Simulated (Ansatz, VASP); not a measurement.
# Ga3Sb: VASP beside Ansatz

Contents of INCAR:

```
PREC = Accurate ; ENCUT = 520
EDIFF = 1E-7 ; ISMEAR = 0
SIGMA = 0.15 ; LREAL = F
LASPH = T ; NELM = 60
ALGO = Fast ; ISIF = 2
LWAVE = F ; LCHARG = T
GGA = PE ; LELF = T
LVHAR = T ; NBANDS = 30
```

File KPOINTS:

```
regular mesh
0
Gamma
  14 14 14
```

POSCAR

```
Ga3Sb
1.0
   -2.2713804136      2.2713804136      4.2203249441
    2.2713804136     -2.2713804136      4.2203249441
    2.2999512364      2.2999512364     -4.2203249441
Ga Sb
3 1
Direct
    0.7500000000      0.2500000000      0.5000000000
    0.2500000000      0.7500000000      0.5000000000
    0.5000000000      0.5000000000      0.0000000000
    0.0000000000      0.0000000000      0.0000000000
```

Input for Ansatz:

```yaml
crystal:
  lattice:
    - [-2.2713804136, 2.2713804136, 4.2203249441]
    - [2.2713804136, -2.2713804136, 4.2203249441]
    - [2.2999512364, 2.2999512364, -4.2203249441]
  atoms:
    - { symbol: Ga, position: [0.75, 0.25, 0.5] }
    - { symbol: Ga, position: [0.25, 0.75, 0.5] }
    - { symbol: Ga, position: [0.5, 0.5, 0.0] }
    - { symbol: Sb, position: [0.0, 0.0, 0.0] }
basis:
  ecutwfc: 420
kpoints:
  mp_grid: { grid: [14, 14, 14] }
hamiltonian:
  xc: pbe
scf:
  occupations: { method: gaussian, width: 0.15 }
output:
  forces: true
  stress: true
  eigenvalues: true
```

Change from the starting cell: strain +0.0125 x Voigt [0, 0, 0, 0, 0, 1], atoms carried along.

Alike in both runs: task single point; functional PBE; k mesh 14 × 14 × 14; occupations gaussian, width 0.15 eV; no spin polarisation.

```csv
,VASP,Ansatz
version,VASP 6.6.1,Ansatz 0.2.0
potentials or method,"VASP PAW PBE potentials, release 64 (Ga_d, Sb), cutoff 520 eV","scalar-relativistic, plane waves, PAW"
valence electrons in the cell,44,54
```

```tsv
	VASP	Ansatz	Ansatz less VASP
gap on the k mesh at the Fermi level (eV)	none	none	-
pressure (GPa)	0.0	0.0	-0.02
traceless stress, the component that is largest in VASP (GPa)	-0.14	-0.14	+0.001
```

A gap of «none» marks a metal or a gap that the smearing closes. VASP's potentials hold 44 valence electrons a cell and Ansatz's 54, so a difference there can come from the potentials and not from the codes.

Neither program's run includes spin-orbit coupling.
